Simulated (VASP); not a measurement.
# BP (F-43m) in VASP: vibrations by perturbation theory with LDA

Aim: the vibrations by perturbation theory of BP with LDA.

All numbers are computed with VASP 6.6.1; they aren't measurements. Logs are shortened: lines on timing, memory, paths and dates and some standing lists are left out, and cuts for length are marked.

### Step 1. The cell of the first run

It takes space group F-43m (No. 216, cubic). The conventional cell has a = 4.500 Å, b = 4.500 Å, c = 4.500 Å, α = 90.00°, β = 90.00°, γ = 90.00°. Within 2.6 Å of B (site symmetry -43m) lie 4 P at 1.95 Å. P (site symmetry -43m) has 4 B at 1.95 Å within 2.6 Å.

### Step 2. Vibrations by perturbation theory, LDA

INCAR

```
SYSTEM = BP
PREC = Accurate ; ENCUT = 500
EDIFF = 1E-8 ; ISMEAR = 0
SIGMA = 0.01 ; LREAL = .FALSE.
LASPH = .TRUE. ; NELM = 120
ALGO = Normal ; ISIF = 2
LWAVE = .FALSE. ; LCHARG = .FALSE.
GGA = CA ; NBANDS = 11
IBRION = 8 ; NSW = 1
GGA_COMPAT = .FALSE.
```

KPOINTS

```
regular mesh
0
G
  4 4 4
  0 0 0
```

POSCAR

```
BP
1.0
    0.0000000000      2.2500033741      2.2500033741
    2.2500033741      0.0000000000      2.2500033741
    2.2500033741      2.2500033741      0.0000000000
B P
1 1
Direct
    0.0000000000      0.0000000000      0.0000000000
    0.2500000000      0.2500000000      0.2500000000
```

Potentials or basis: VASP PAW LDA potentials, release 64 (B, P).

Launch:

```
cat potpaw_LDA.64/B/POTCAR potpaw_LDA.64/P/POTCAR > POTCAR
mpirun -np 1 vasp_std > vasp.out
```

OUTCAR:

```text
SYSTEM = BP
   PREC = Accurate
   ENCUT = 500
   EDIFF = 1E-8
   ISMEAR = 0
   LREAL = .FALSE.
   LASPH = .TRUE.
   NELM = 120
   ISIF = 2
   GGA = CA
   IBRION = 8
   NSW = 1

 ion  position               nearest neighbor table
   1  0.000  0.000  0.000-   2 1.95   2 1.95   2 1.95   2 1.95
   2  0.250  0.250  0.250-   1 1.95   1 1.95   1 1.95   1 1.95

  LATTYP: Found a face centered cubic cell.
 ALAT       =     4.5000067482

  Lattice vectors:

 A1 = (   0.0000000000,   2.2500033741,   2.2500033741)
 A2 = (   2.2500033741,   0.0000000000,   2.2500033741)
 A3 = (   2.2500033741,   2.2500033741,   0.0000000000)

Analysis of symmetry for initial positions (statically):
=====================================================================
 Subroutine PRICEL returns:
 Original cell was already a primitive cell.

 Routine SETGRP: Setting up the symmetry group for a
 face centered cubic supercell.

 Subroutine GETGRP returns: Found 24 space group operations
 (whereof 24 operations were pure point group operations)
 out of a pool of 48 trial point group operations.

The static configuration has the point symmetry T_d .

Analysis of symmetry for dynamics (positions and initial velocities):
=====================================================================
 Subroutine PRICEL returns:
 Original cell was already a primitive cell.

 Routine SETGRP: Setting up the symmetry group for a
 face centered cubic supercell.

 Subroutine GETGRP returns: Found 24 space group operations
 (whereof 24 operations were pure point group operations)
 out of a pool of 48 trial point group operations.

The dynamic configuration has the point symmetry T_d .

 Subroutine INISYM returns: Found 24 space group operations
 (whereof 24 operations are pure point group operations),
 and found     1 'primitive' translations

----------------------------------------------------------------------------------------

                                     Primitive cell

  volume of cell :      22.7814

  direct lattice vectors                    reciprocal lattice vectors
     0.000000000  2.250003374  2.250003374    -0.222221889  0.222221889  0.222221889
     2.250003374  0.000000000  2.250003374     0.222221889 -0.222221889  0.222221889
     2.250003374  2.250003374  0.000000000     0.222221889  0.222221889 -0.222221889

  length of vectors
     3.181985287  3.181985287  3.181985287     0.384899602  0.384899602  0.384899602

  position of ions in fractional coordinates (direct lattice)
     0.000000000  0.000000000  0.000000000
     0.250000000  0.250000000  0.250000000

  ion indices of the primitive-cell ions
   primitive index   ion index
                 1           1
                 2           2

----------------------------------------------------------------------------------------

 KPOINTS: regular mesh

Automatic generation of k-mesh.
 Grid dimensions read from file:
 generate k-points for:    4    4    4

 Generating k-lattice:

  Cartesian coordinates                     Fractional coordinates (reciprocal lattice)
    -0.055555472  0.055555472  0.055555472     0.250000000  0.000000000  0.000000000
     0.055555472 -0.055555472  0.055555472     0.000000000  0.250000000  0.000000000
     0.055555472  0.055555472 -0.055555472     0.000000000  0.000000000  0.250000000

  Length of vectors
     0.096224901  0.096224901  0.096224901

[... 64 lines left out ...]
   IVDW    =     0    specifies the selected vdW correction
   LEPSILON=     F    determine dielectric tensor
   LRPA    =     F    only Hartree local field effects (RPA)
 non-spin polarized calculation
 Gauss-broadening in eV      SIGMA  =   0.01
  energy-cutoff  :      500.00
  volume of cell :       22.78
 maximum number of plane-waves:       604
   NGX = 11   NGY = 11   NGZ = 11

--------------------------------------- Ionic step        1  -------------------------------------------

 number of electron       8.0000001 magnetization

 Free energy of the ion-electron system (eV)
  ---------------------------------------------------
  ext. energy  EPLUGINS =         0.00000000
  ---------------------------------------------------
  free energy    TOTEN  =       -14.22175693 eV

  energy without entropy =      -14.22175693  energy(sigma->0) =      -14.22175693

 E-fermi :   7.8103     XC(G=0): -11.1810

 val. band max:        7.7520096879   @ k =   0.0000   0.0000   0.0000
 cond. band min:       8.9763026394   @ k =   0.5000   0.5000   0.0000
 fundamental gap:      1.2242929515
 Fermi energy:         7.8103250630

 k-point     1 :       0.0000    0.0000    0.0000
  band No.  band energies     occupation
      1      -7.8805      2.00000
      2       7.7520      2.00000
      3       7.7520      2.00000
      4       7.7520      2.00000
      5      11.1499      0.00000
      6      11.1499      0.00000
      7      11.1499      0.00000
      8      15.5041      0.00000
      9      19.1530      0.00000
     10      19.9807      0.00000
     11      19.9807      0.00000
[... 86 lines left out ...]
  band No.  band energies     occupation
      1      -2.6071      2.00000
      2      -0.2930      2.00000
      3       1.8938      2.00000
      4       2.0950      2.00000
      5      12.9777      0.00000
      6      14.4503      0.00000
      7      15.0685      0.00000
      8      15.3449      0.00000
      9      20.6617      0.00000
     10      24.0894      0.00000
     11      24.2993      0.00000

------------------------ aborting loop because EDIFF is reached ----------------------------------------

  FORCE on cell =-STRESS in cart. coord.  units (eV):
  Direction    XX          YY          ZZ          XY          YZ          ZX
  --------------------------------------------------------------------------------------
  -------------------------------------------------------------------------------------
  Total       -0.0128772     -0.0128772     -0.0128772     -0.0000000      0.0000000      0.0000000
  in kB       -0.9056346     -0.9056346     -0.9056346     -0.0000000      0.0000000      0.0000000
  external PRESSURE =      -0.9056346 kB  Pullay stress =       0.0000000 kB

 VOLUME and BASIS-vectors are now :
 -----------------------------------------------------------------------------
  energy-cutoff  :      500.00
  volume of cell :       22.78
      direct lattice vectors                 reciprocal lattice vectors
     0.000000000  2.250003374  2.250003374    -0.222221889  0.222221889  0.222221889
     2.250003374  0.000000000  2.250003374     0.222221889 -0.222221889  0.222221889
     2.250003374  2.250003374  0.000000000     0.222221889  0.222221889 -0.222221889

 POSITION                                       TOTAL-FORCE (eV/Angst)
 -----------------------------------------------------------------------------------
      0.00000      0.00000      0.00000        -0.000000     -0.000000     -0.000000
      1.12500      1.12500      1.12500         0.000000      0.000000      0.000000
 -----------------------------------------------------------------------------------
    total drift:                                0.000000      0.000000      0.000000

  FREE ENERGIE OF THE ION-ELECTRON SYSTEM (eV)
  ---------------------------------------------------
  free  energy   TOTEN  =       -14.2217569274 eV

  energy  without entropy=      -14.2217569274  energy(sigma->0) =      -14.22175693

[... ionic steps 2 to 3 ...]

--------------------------------------- Ionic step        4  -------------------------------------------

------------------------ aborting loop because EDIFF is reached ----------------------------------------

[... ionic steps 5 to 6 ...]

--------------------------------------- Ionic step        7  -------------------------------------------

 Free energy of the ion-electron system (eV)
  ---------------------------------------------------
  ---------------------------------------------------
  free energy    TOTEN  =        -0.04133325 eV

  energy without entropy =       -0.04133325

------------------------ aborting loop because EDIFF is reached ----------------------------------------

 INTERNAL STRAIN TENSOR  FOR ION    2  DIRECTION 1   (eV/Angst):
 -----------------------------------------------------------------------------
    -0.01715  0.00000  0.00000
     0.00000  0.01139 -6.85636
    -0.00000 -6.85636  0.01139

 INTERNAL STRAIN TENSOR FOR ION    2 for displacements in x,y,z  (eV/Angst):
          X           Y           Z          XY          YZ          ZX
  --------------------------------------------------------------------------------
  x    -0.00000     0.00000     0.00000     0.00000    -6.85636    -0.00000
  y    -0.00000    -0.00000    -0.00000     0.00000     0.00000    -6.85636
  z     0.00000     0.00000    -0.00000    -6.85636    -0.00000     0.00000

 SECOND DERIVATIVES (NOT SYMMETRIZED)
 ------------------------------------
               1X          1Y          1Z          2X          2Y          2Z
  1X   -20.284555    0.000000    0.000000   20.284555    0.000000    0.000000
  1Y     0.000000  -20.284555    0.000000    0.000000   20.284555    0.000000
  1Z     0.000000    0.000000  -20.284555    0.000000    0.000000   20.284555
  2X    20.294170    0.000000    0.000000  -20.294170    0.000000    0.000000
  2Y     0.000000   20.294170    0.000000    0.000000  -20.294170    0.000000
  2Z     0.000000    0.000000   20.294170    0.000000    0.000000  -20.294170

 Eigenvectors and eigenvalues of the dynamical matrix
 ----------------------------------------------------

   1 f  =   24.873604 THz   156.285465 2PiTHz  829.694133 cm-1   102.868916 meV
             X         Y         Z           dx          dy          dz
      0.000000  0.000000  0.000000     0.860918   -0.000000    0.000000
      1.125002  1.125002  1.125002    -0.508744    0.000000    0.000000
[... 21 lines left out ...]
   6 f/i=    0.002581 THz     0.016218 2PiTHz    0.086100 cm-1     0.010675 meV
             X         Y         Z           dx          dy          dz
      0.000000  0.000000  0.000000    -0.160764    0.441346    0.195421
      1.125002  1.125002  1.125002    -0.272052    0.746864    0.330699

--------------------------------------------------------------------------------------------------------

 ELASTIC MODULI CONTR FROM IONIC RELAXATION (kBar)
 Direction    XX          YY          ZZ          XY          YZ          ZX
 --------------------------------------------------------------------------------
 XX          -0.0000      0.0000      0.0000      0.0000     -0.0000     -0.0000
 YY           0.0000     -0.0000     -0.0000      0.0000      0.0000     -0.0000
 ZZ           0.0000     -0.0000     -0.0000     -0.0000      0.0000     -0.0000
 XY           0.0000      0.0000     -0.0000   -173.1073      0.0000      0.0000
 YZ          -0.0000      0.0000      0.0000      0.0000   -173.1073      0.0000
 ZX          -0.0000     -0.0000     -0.0000      0.0000      0.0000   -173.1073
 --------------------------------------------------------------------------------
```

Run time: 9.4 s. Hardware: 1 thread of Intel Xeon Platinum 8559C (Emerald Rapids), shared host; peak memory 0.13 GiB.

Results:

- Highest phonon frequency at Γ, LO-TO splitting left out: 830 cm⁻¹

Phonon frequencies in cm⁻¹ (negative: imaginary):
| q point | frequencies |
| --- | --- |
| (0.000, 0.000, 0.000) | 0 0 0 830 830 830 |

Caveat: the k points lie up to 0.60 Å⁻¹ apart.
